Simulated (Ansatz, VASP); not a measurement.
**Sr in VASP and in Ansatz**

```
CELL_PARAMETERS angstrom
0.00000 3.07247 3.07247
3.07247 0.00000 3.07247
3.07247 3.07247 0.00000
ATOMIC_POSITIONS crystal
Sr 0.00000 0.00000 0.00000
```

Change from the starting cell: volume scaled by 1.03.

Alike in both runs: task single point; functional PBE; k mesh 10 × 10 × 10; occupations fermi-dirac, width 0.08 eV; no spin polarisation.

|  | VASP | Ansatz |
| --- | --- | --- |
| version | VASP 6.6.1 | Ansatz 0.2.0 |
| potentials or method | VASP PAW PBE potentials, release 64 (Sr_sv), cutoff 520 eV | all-electron LAPW, scalar-relativistic |

```csv
,VASP,Ansatz,Ansatz less VASP
pressure (GPa),-0.6,-0.6,0.00
```

Ansatz ran all-electron here, and VASP with PAW potentials.
